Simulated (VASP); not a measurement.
# NiO (Fm-3m) in VASP: notebook

NiO is run at these levels: revPBE+D3(BJ); tasks: single point.

Everything below comes from runs of VASP 6.6.1. Logs are shortened: lines on timing, memory, paths and dates and some standing lists are left out, and cuts for length are marked.

**Measured values to compare with.**

From “Local correlations, non-local screening, multiplets, and band formation in NiO”, 2012, arxiv:1210.6675, for a bulk crystal of NiO: band gap 4.3 eV.

The results are compared with them further down.

### 1 The cell of the first run

Symmetry: Fm-3m, No. 225, cubic system. The conventional cell has a = 4.172 Å, b = 4.172 Å, c = 4.172 Å, α = 90.00°, β = 90.00°, γ = 90.00°. Within 2.8 Å of Ni (site symmetry m-3m) lie 6 O at 2.09 Å. O (site symmetry m-3m) has 6 Ni at 2.09 Å within 2.8 Å.

### 2 Single point, revPBE+D3(BJ), collinear spin, ferromagnetic start

INCAR

```
SYSTEM = NiO
  ALGO = Normal
  EDIFF = 1E-6
  ENCUT = 520
  GGA = RE
  ISIF = 2
  ISMEAR = -1
  ISPIN = 2
  IVDW = 12
  LASPH = .True.
  LCHARG = .True.
  LELF = .True.
  LMAXMIX = 4
  LORBIT = 11
  LREAL = .False.
  LVHAR = .True.
  LWAVE = .False.
  MAGMOM = 1 0
  NBANDS = 19
  NELM = 150
  PREC = Accurate
  SIGMA = 0.05
```

KPOINTS

```
k-points
0
Gamma
  11 11 11
  0 0 0
```

POSCAR

```
NiO
1.0
    0.0000000000      2.0859016414      2.0859016414
    2.0859016414      0.0000000000      2.0859016414
    2.0859016414      2.0859016414      0.0000000000
Ni O
1 1
Direct
    0.0000000000      0.0000000000      0.0000000000
    0.5000000000      0.5000000000      0.5000000000
```

Potentials or basis: VASP PAW PBE potentials, release 64 (Ni, O).

The run is started by

```bash
$ cat potpaw_PBE.64/Ni/POTCAR potpaw_PBE.64/O/POTCAR > POTCAR
$ mpirun -np 1 vasp_std > vasp.out
```

OUTCAR:

```text
SYSTEM = NiO
   EDIFF = 1E-6
   ENCUT = 520
   GGA = RE
   ISIF = 2
   ISMEAR = -1
   ISPIN = 2
   IVDW = 12
   LASPH = .True.
   LORBIT = 11
   LREAL = .False.
   NELM = 150
   PREC = Accurate
 IVDW          = 12

 ion  position               nearest neighbor table
   1  0.000  0.000  0.000-   2 2.09   2 2.09   2 2.09   2 2.09   2 2.09   2 2.09
   2  0.500  0.500  0.500-   1 2.09   1 2.09   1 2.09   1 2.09   1 2.09   1 2.09

  LATTYP: Found a face centered cubic cell.
 ALAT       =     4.1718032828

  Lattice vectors:

 A1 = (   0.0000000000,   2.0859016414,   2.0859016414)
 A2 = (   2.0859016414,   0.0000000000,   2.0859016414)
 A3 = (   2.0859016414,   2.0859016414,   0.0000000000)

Analysis of symmetry for initial positions (statically):
=====================================================================
 Subroutine PRICEL returns:
 Original cell was already a primitive cell.

 Routine SETGRP: Setting up the symmetry group for a
 face centered cubic supercell.

 Subroutine GETGRP returns: Found 48 space group operations
 (whereof 48 operations were pure point group operations)
 out of a pool of 48 trial point group operations.

The static configuration has the point symmetry O_h .

Analysis of symmetry for dynamics (positions and initial velocities):
=====================================================================
 Subroutine PRICEL returns:
 Original cell was already a primitive cell.

 Routine SETGRP: Setting up the symmetry group for a
 face centered cubic supercell.

 Subroutine GETGRP returns: Found 48 space group operations
 (whereof 48 operations were pure point group operations)
 out of a pool of 48 trial point group operations.

The dynamic configuration has the point symmetry O_h .

Analysis of structural, dynamic, and magnetic symmetry:
=====================================================================
 Subroutine PRICEL returns:
 Original cell was already a primitive cell.

 Routine SETGRP: Setting up the symmetry group for a
 face centered cubic supercell.

 Subroutine GETGRP returns: Found 48 space group operations
 (whereof 48 operations were pure point group operations)
 out of a pool of 48 trial point group operations.

The overall configuration has the point symmetry O_h .

 Subroutine INISYM returns: Found 48 space group operations
 (whereof 48 operations are pure point group operations),
 and found     1 'primitive' translations

----------------------------------------------------------------------------------------

                                     Primitive cell

  volume of cell :      18.1515

  direct lattice vectors                    reciprocal lattice vectors
     0.000000000  2.085901641  2.085901641    -0.239704495  0.239704495  0.239704495
     2.085901641  0.000000000  2.085901641     0.239704495 -0.239704495  0.239704495
     2.085901641  2.085901641  0.000000000     0.239704495  0.239704495 -0.239704495

  length of vectors
     2.949910391  2.949910391  2.949910391     0.415180364  0.415180364  0.415180364

  position of ions in fractional coordinates (direct lattice)
     0.000000000  0.000000000  0.000000000
     0.500000000  0.500000000  0.500000000

  ion indices of the primitive-cell ions
   primitive index   ion index
                 1           1
                 2           2

----------------------------------------------------------------------------------------

 KPOINTS: k-points

Automatic generation of k-mesh.
 Grid dimensions read from file:
 generate k-points for:   11   11   11

 Generating k-lattice:

  Cartesian coordinates                     Fractional coordinates (reciprocal lattice)
    -0.021791318  0.021791318  0.021791318     0.090909091  0.000000000  0.000000000
     0.021791318 -0.021791318  0.021791318     0.000000000  0.090909091  0.000000000
     0.021791318  0.021791318 -0.021791318     0.000000000  0.000000000  0.090909091

  Length of vectors
     0.037743669  0.037743669  0.037743669

  Shift w.r.t. Gamma in fractional coordinates (k-lattice)
     0.000000000  0.000000000  0.000000000

 Subroutine IBZKPT returns following result:
 ===========================================

 Found     56 irreducible k-points:

 Following reciprocal coordinates:
            Coordinates               Weight
  0.000000  0.000000  0.000000      1.000000
  0.090909  0.000000  0.000000      8.000000
  0.181818  0.000000  0.000000      8.000000
  0.272727  0.000000  0.000000      8.000000
  0.363636  0.000000  0.000000      8.000000
  0.454545  0.000000  0.000000      8.000000
[... 16 lines left out ...]
 -0.272727  0.181818  0.000000     24.000000
 -0.181818  0.181818  0.000000     12.000000
 [... further k-points ...]
   k-points           NKPTS =     56   k-points in BZ     NKDIM =     56   number of bands    NBANDS=     19
   number of dos      NEDOS =    301   number of ions     NIONS =      2
   total plane-waves  NPLWV =  13824
   dimension x,y,z NGX =    24 NGY =   24 NGZ =   24
   dimension x,y,z NGXF=    48 NGYF=   48 NGZF=   48
   ions per type =               1   1
   NGX,Y,Z   is equivalent  to a cutoff of  13.53, 13.53, 13.53 a.u.
   NGXF,Y,Z  is equivalent  to a cutoff of  27.05, 27.05, 27.05 a.u.
 SYSTEM =  NiO
   PREC   = accura    normal or accurate (medium, high low for compatibility)
   ISTART =      0    job   : 0-new  1-cont  2-samecut
   ICHARG =      2    charge: 1-file 2-atom 10-const
   ISPIN  =      2    spin polarized calculation?
   LNONCOLLINEAR =      F non collinear calculations
   LSORBIT =      F    spin-orbit coupling
   LASPH  =      T    aspherical Exc in radial PAW
   ENCUT  =  520.0 eV  38.22 Ry    6.18 a.u.   5.48  5.48  5.48*2*pi/ulx,y,z
   NELM   =    150;   NELMIN=  2; NELMDL= -5     # of ELM steps
   EDIFF  = 0.1E-05   stopping-criterion for ELM
   LREAL  =      F    real-space projection
   EDIFFG = 0.1E-04   stopping-criterion for IOM
   NSW    =      0    number of steps for IOM
   IBRION =     -1    ionic relax: 0-MD 1-quasi-New 2-CG
   NFREE  =      0    steps in history (QN), initial steepest desc. (CG)
   ISIF   =      2    stress and relaxation
   ISYM   =      2    0-nonsym 1-usesym 2-fastsym
   POTIM  = 0.5000    time-step for ionic-motion
   TEBEG  =    0.0;   TEEND  =   0.0 temperature during run
   PSTRESS=    0.0 pullay stress
   NELECT =      16.0000    total number of electrons
   NUPDOWN=      -1.0000    fix difference up-down
   EMIN   =  10.00;   EMAX   =-10.00  energy-range for DOS
   EFERMI =   0.00;   METHOD = LEGACY
   ISMEAR =    -1;   SIGMA  =   0.05  broadening in eV -4-tet -1-fermi 0-gaus
   EFERMI_NEDOS =   21; number of points for ismear=-14 and -15
   IALGO  =     38    algorithm
   IMIX   =      4    mixing-type and parameters
     AMIX     =   0.40;   BMIX     =  1.00
     AMIX_MAG =   1.60;   BMIX_MAG =  1.00
  volume/ion in A,a.u.               =       9.08        61.25
  Fermi-wavevector in a.u.,A,eV,Ry     =   1.569680  2.966264 33.523312  2.463894
  Thomas-Fermi vector in A             =   2.671526
   LORBIT       =     11    0 simple, 1 ext, 2 COOP (PROOUT), +10 PAW based schemes
   GGA     = RE    functional components
   LHFCALC =     F    Hartree Fock is set to
   AEXX    =    0.0000 exact exchange contribution
   IVDW    =    12    specifies the selected vdW correction
   LEPSILON=     F    determine dielectric tensor
   LRPA    =     F    only Hartree local field effects (RPA)
 spin polarized calculation
  energy-cutoff  :      520.00
  volume of cell :       18.15
 maximum number of plane-waves:       531
 NGX is ok and might be reduce to    24
   NGX = 11   NGY = 11   NGZ = 11

 number of electron      16.0000001 magnetization       1.7709020

 Free energy of the ion-electron system (eV)
  ---------------------------------------------------
  ext. energy  EPLUGINS =         0.00000000
  ---------------------------------------------------
  free energy    TOTEN  =       -10.71993222 eV

  energy without entropy =      -10.71052959  energy(sigma->0) =      -10.71523090

 E-fermi :   8.0692     XC(G=0): -12.5667

 val. band max:        8.0657302568   @ k =   0.0909   0.0909   0.0000
 cond. band min:       8.0937874565   @ k =   0.3636   0.2727   0.0909
 fundamental gap:      0.0280571998
 Fermi energy:         8.0691546927

 spin component 1

 k-point     1 :       0.0000    0.0000    0.0000
  band No.  band energies     occupation
      1     -12.3817      1.00000
      2       4.8750      1.00000
      3       4.8751      1.00000
      4       5.0713      1.00000
      5       5.0713      1.00000
      6       5.0713      1.00000
[... 11 lines left out ...]
     18      34.0607      0.00000
     19      34.0607      0.00000

 k-point     2 :       0.0909    0.0000    0.0000
  band No.  band energies     occupation
      1     -12.2881      1.00000
      2       4.1447      1.00000
      3       4.1447      1.00000
      4       4.2315      1.00000
      5       5.3585      1.00000
      6       5.3586      1.00000
[... 11 lines left out ...]
     18      35.4562      0.00000
     19      35.4563      0.00000

 k-point     3 :       0.1818    0.0000    0.0000
  band No.  band energies     occupation
      1     -12.0266      1.00000
      2       2.9004      1.00000
      3       3.4001      1.00000
      4       3.4002      1.00000
      5       5.5185      1.00000
      6       5.5186      1.00000
[... 434 lines left out ...]
      1     -11.2487      1.00000
      2       0.8387      1.00000
      3       2.2871      1.00000
      4       2.6627      1.00000
      5       5.6575      1.00000
      6       5.8601      1.00000
[... 11 lines left out ...]
     18      39.0419      0.00000
     19      40.4066      0.00000

 k-point    24 :      -0.1818    0.1818    0.0000
  band No.  band energies     occupation
      1     -11.5608      1.00000
      2       1.4432      1.00000
      3       2.5386      1.00000
      4       3.2300      1.00000
      5       5.4756      1.00000
      6       5.7012      1.00000
[... 11 lines left out ...]
     18      39.0604      0.00000
     19      40.2126      0.00000

 [... further k-points ...]

 spin component 2

 k-point     1 :       0.0000    0.0000    0.0000
  band No.  band energies     occupation
      1     -11.9391      1.00000
      2       5.5910      1.00000
      3       5.5910      1.00000
      4       5.5910      1.00000
      5       6.1919      1.00000
      6       6.1920      1.00000
[... 11 lines left out ...]
     18      34.6570      0.00000
     19      34.6573      0.00000

 k-point     2 :       0.0909    0.0000    0.0000
  band No.  band energies     occupation
      1     -11.8427      1.00000
      2       4.7619      1.00000
      3       5.1906      1.00000
      4       5.1906      1.00000
      5       6.3205      1.00000
      6       6.3207      1.00000
[... 11 lines left out ...]
     18      36.0395      0.00000
     19      36.0397      0.00000

 k-point     3 :       0.1818    0.0000    0.0000
  band No.  band energies     occupation
      1     -11.5728      1.00000
      2       3.3752      1.00000
      3       4.5329      1.00000
      4       4.5331      1.00000
      5       6.5160      1.00000
      6       6.5162      1.00000
[... 434 lines left out ...]
      1     -10.7608      1.00000
      2       1.3456      1.00000
      3       3.2505      1.00000
      4       3.5003      1.00000
      5       6.7353      1.00000
      6       7.1839      1.00000
[... 11 lines left out ...]
     18      39.4569      0.00000
     19      40.9540      0.00000

 k-point    24 :      -0.1818    0.1818    0.0000
  band No.  band energies     occupation
      1     -11.0880      1.00000
      2       2.0188      1.00000
      3       3.7434      1.00000
      4       3.7851      1.00000
      5       6.5500      1.00000
      6       7.1081      1.00000
[... 11 lines left out ...]
     18      39.4738      0.00000
     19      40.4263      0.00000

 [... further k-points ...]

------------------------ aborting loop because EDIFF is reached ----------------------------------------

 Edisp (eV)   -1.04719

 E8    (eV) :    -0.6856

  FORCE on cell =-STRESS in cart. coord.  units (eV):
  Direction    XX          YY          ZZ          XY          YZ          ZX
  --------------------------------------------------------------------------------------
  -------------------------------------------------------------------------------------
  Total       0.48211     0.48211     0.48211    -0.00000    -0.00000    -0.00000
  in kB      42.55415    42.55415    42.55415    -0.00000    -0.00000    -0.00000
  external pressure =       42.55 kB  Pullay stress =        0.00 kB

 VOLUME and BASIS-vectors are now :
 -----------------------------------------------------------------------------
  energy-cutoff  :      520.00
  volume of cell :       18.15
      direct lattice vectors                 reciprocal lattice vectors
     0.000000000  2.085901641  2.085901641    -0.239704495  0.239704495  0.239704495
     2.085901641  0.000000000  2.085901641     0.239704495 -0.239704495  0.239704495
     2.085901641  2.085901641  0.000000000     0.239704495  0.239704495 -0.239704495

 POSITION                                       TOTAL-FORCE (eV/Angst)
 -----------------------------------------------------------------------------------
      0.00000      0.00000      0.00000        -0.000000     -0.000000     -0.000000
      2.08590      2.08590      2.08590         0.000000      0.000000      0.000000
 -----------------------------------------------------------------------------------
    total drift:                                0.000000     -0.000000     -0.000000

  FREE ENERGIE OF THE ION-ELECTRON SYSTEM (eV)
  ---------------------------------------------------
  free  energy   TOTEN  =       -11.7671199986 eV

  energy  without entropy=      -11.7577173664  energy(sigma->0) =      -11.76241868

 total charge

# of ion       s       p       d       tot
------------------------------------------
    1        0.331   0.406   8.240   8.977
    2        1.560   3.436   0.000   4.996
--------------------------------------------------
tot          1.891   3.842   8.240  13.973

 magnetization (x)

# of ion       s       p       d       tot
------------------------------------------
    1        0.011   0.014   1.433   1.459
    2        0.028   0.242   0.000   0.270
--------------------------------------------------
tot          0.039   0.256   1.433   1.729
```

It took 22 s on 1 thread of Intel Xeon Platinum 8559C (Emerald Rapids), shared host; peak memory 0.17 GiB.

What came out:

| Item | Value |
| --- | --- |
| Free energy | -11.7671 eV |
| Pressure | 4.3 GPa |
| Net moment | 1.77 μB per cell |
| Site moments | Ni +1.46; O +0.27 μB |
| Valence electrons inside the program's atomic spheres | Ni 8.98; O 5.00 |
| Dispersion energy per atom | -0.524 eV |

Caveat: the PAW data sets were made with another functional, which shifts forces and pressure a little; a cell with one magnetic atom can't hold antiferromagnetic order, which such compounds often take; semilocal functionals often make such compounds metallic where correlation or magnetic order opens a gap, which also shifts bond lengths; pairwise dispersion overbinds metals, which lowers pressure and volume.

### 3 Single point, revPBE+D3(BJ), collinear spin, ferromagnetic start

This run uses another cell than the first one, of 9.26 Å³/atom, 1.020 times its volume.

INCAR

```
SYSTEM = NiO
ALGO = Normal
EDIFF = 1E-6
ENCUT = 520
GGA = RE
ISIF = 2
ISMEAR = -1
ISPIN = 2
IVDW = 12
LASPH = .True.
LCHARG = .False.
LMAXMIX = 4
LORBIT = 11
LREAL = .False.
LWAVE = .False.
MAGMOM = 1 0
NBANDS = 19
NELM = 150
PREC = Accurate
SIGMA = 0.05
```

KPOINTS is that of step 2.

POSCAR

```
NiO
1.0
    0.0000000000      2.0997159621      2.0997159621
    2.0997159621      0.0000000000      2.0997159621
    2.0997159621      2.0997159621      0.0000000000
Ni O
1 1
Direct
    0.0000000000      0.0000000000      0.0000000000
    0.5000000000      0.5000000000      0.5000000000
```

Potentials or basis: VASP PAW PBE potentials, release 64 (Ni, O).

The run is started by

```bash
$ cat potpaw_PBE.64/Ni/POTCAR potpaw_PBE.64/O/POTCAR > POTCAR
$ mpirun -np 1 vasp_std > vasp.out
```

Wall time 24 s (1 thread of Intel Xeon Platinum 8559C (Emerald Rapids), shared host); peak memory 0.18 GiB.

Results (log left out):

```yaml
Free_energy: -11.7722 eV
Pressure: -0.3 GPa
Net_moment: 1.82 μB per cell
Site_moments: Ni +1.49; O +0.28 μB
Valence_electrons_inside_the_program's_atomic_spheres: Ni 8.94; O 4.99
Dispersion_energy_per_atom: -0.516 eV
```

Levels at points of the mesh, in eV from the Fermi level:
Spin up:
| k point | band 7 | band 8 | band 9 | band 10 | band 11 | band 12 |
| --- | --- | --- | --- | --- | --- | --- |
| (0.00, 0.00, 0.00) | -2.66 | -2.66 | -2.66 | 1.49 | 17.86 | 18.83 |
Spin down:
| k point | band 3 | band 4 | band 5 | band 6 | band 7 | band 8 | band 9 | band 10 | band 11 | band 12 |
| --- | --- | --- | --- | --- | --- | --- | --- | --- | --- | --- |
| (0.00, 0.00, 0.00) | -2.36 | -2.36 | -1.83 | -1.83 | -1.82 | -0.48 | -0.48 | 1.84 | 17.77 | 19.03 |

Caveat: the PAW data sets were made with another functional, which shifts forces and pressure a little; a cell with one magnetic atom can't hold antiferromagnetic order, which such compounds often take; semilocal functionals often make such compounds metallic where correlation or magnetic order opens a gap, which also shifts bond lengths; pairwise dispersion overbinds metals, which lowers pressure and volume.

### 4 Comparison with measurements

Step 3. Measured gap of NiO: 4.3 eV (quoted in “Local correlations, non-local screening, multiplets, and band formation in NiO”, 2012, arxiv:1210.6675). This calculation gives 0.00 eV (-4.30 eV). So large a miss can be the level of theory's own, or it may mean another phase, state or a wrong row. The value is that of revPBE+D3(BJ) on a finite k mesh, which can miss the band edges, without temperature or zero-point motion. Semilocal functionals fall short of measured gaps as a rule. The run's magnetic order (collinear spin, ferromagnetic start) needn't be the measured crystal's.
